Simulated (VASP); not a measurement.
A run of VASP 6.6.1 is set up as follows.

Contents of INCAR:

```
ALGO = Fast ; EDIFF = 1E-7
ENCUT = 520 ; GGA = PE
ISIF = 2 ; ISMEAR = 0
LASPH = T ; LCHARG = T
LELF = T ; LREAL = F
LVHAR = T ; LWAVE = F
NBANDS = 45 ; NELM = 100
PREC = Accurate ; SIGMA = 0.1
```

File KPOINTS:

```
k-points
0
Gamma
  10 10 6
```

Contents of POSCAR:

```
Ag2Pb
1.0
    4.2675542733      0.0000000000      0.0000000000
    0.0000000000      4.2675542733      0.0000000000
    0.0000000000      0.0000000000      7.4841269633
Ag Pb
4 2
Direct
    0.0000000000      0.0000000000      0.0000000000
    0.5000000000      0.5000000000      0.0000000000
    0.0000000000      0.5000000000      0.2597207464
    0.5000000000      0.0000000000      0.7402792536
    0.0000000000      0.5000000000      0.6675147525
    0.5000000000      0.0000000000      0.3324852475
```

Potentials or basis: VASP PAW PBE potentials, release 64 (Ag, Pb_d).

Launch:

```sh
$ cat potpaw_PBE.64/Ag/POTCAR potpaw_PBE.64/Pb_d/POTCAR > POTCAR
$ mpirun -np 1 vasp_std > vasp.out
```

Predict the band gap on the k mesh.

zero (bands 36 and 37 overlap by 2.16 eV).

What does it give for the pressure?

-0.1 GPa.

Predict the largest force.

0.007 eV/Å.

Forces in eV/Å, atoms in the order of the input:
```
Ag   0.000  0.000  0.000
Ag   0.000  0.000  0.000
Ag   0.000  0.000 -0.007
Ag   0.000  0.000  0.007
Pb   0.000  0.000 -0.005
Pb   0.000  0.000  0.005
```

Caveat: spin-orbit coupling is left out, which moves the levels of the heavy elements.
